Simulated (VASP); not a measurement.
Write the native input for VASP 6.6.1 that does the following.

```yaml
Task: single point
Functional: LDA
Potentials_or_basis: VASP PAW LDA potentials, release 64 (Hf_pv, O)
Cutoff: 520 eV
k_mesh: 5 × 5 × 6
Occupations: fermi-dirac, width 0.05 eV
Spin: no spin polarisation
Hubbard_terms: Hf d U = 3.5 eV
Dipole_correction: no
Further_INCAR_settings: ALGO = Normal; EDIFF = 1e-06; NBANDS = 56
```

The structure of HfO2 lies in POSCAR:

```
HfO2
1.0
    5.1132594335      0.0000000000      0.0000000000
    0.0000000000      5.1176405899      0.0000000000
    0.0000000000      0.0000000000      4.8948431726
Hf O
4 8
Direct
    0.2194479769      0.7806897427      0.2718016325
    0.7194479769      0.7193102573      0.7281983675
    0.7805520231      0.2193102573      0.2718016325
    0.2805520231      0.2806897427      0.7281983675
    0.1751836379      0.1744024009      0.1078292349
    0.6751836379      0.3255975991      0.8921707651
    0.8248163621      0.8255975991      0.1078292349
    0.3248163621      0.6744024009      0.8921707651
    0.0000000000      0.5000000000      0.4996275840
    0.5000000000      0.0000000000      0.5003724160
    0.0000000000      0.0000000000      0.5762663759
    0.5000000000      0.5000000000      0.4237336241
```

The input as run:

INCAR

```
SYSTEM = HfO2
ALGO = Normal
EDIFF = 1E-6
ENCUT = 520
GGA = CA
ISIF = 2
ISMEAR = -1
LASPH = .True.
LCHARG = .True.
LDAU = .True.
LDAUJ = 0 0
LDAUL = 2 -1
LDAUPRINT = 1
LDAUTYPE = 2
LDAUU = 3.5 0
LELF = .True.
LMAXMIX = 4
LREAL = .False.
LVHAR = .True.
LWAVE = .False.
NBANDS = 56
NELM = 150
PREC = Accurate
SIGMA = 0.05
```

KPOINTS

```
k-points
0
Gamma
  5 5 6
  0 0 0
```

Potentials or basis: VASP PAW LDA potentials, release 64 (Hf_pv, O).

Command:

```console
$ cat potpaw_LDA.64/Hf_pv/POTCAR potpaw_LDA.64/O/POTCAR > POTCAR
$ mpirun -np 1 vasp_std > vasp.out
```

It gave:

```yaml
Pressure: 3.6 GPa
Largest_force: 0.167 eV/Å
Band_gap_on_the_k_mesh: 4.11 eV (least direct gap 4.19 eV)
```

Caveat: the cell stands under pressure; spin-orbit coupling is left out, which moves the levels of the heavy elements.

It took 4.8 min on 1 thread of Intel(R) Xeon(R) Platinum 8175M CPU @ 2.50GHz (Skylake/Cascade Lake), with other jobs on the host, peak memory 0.31 GiB.
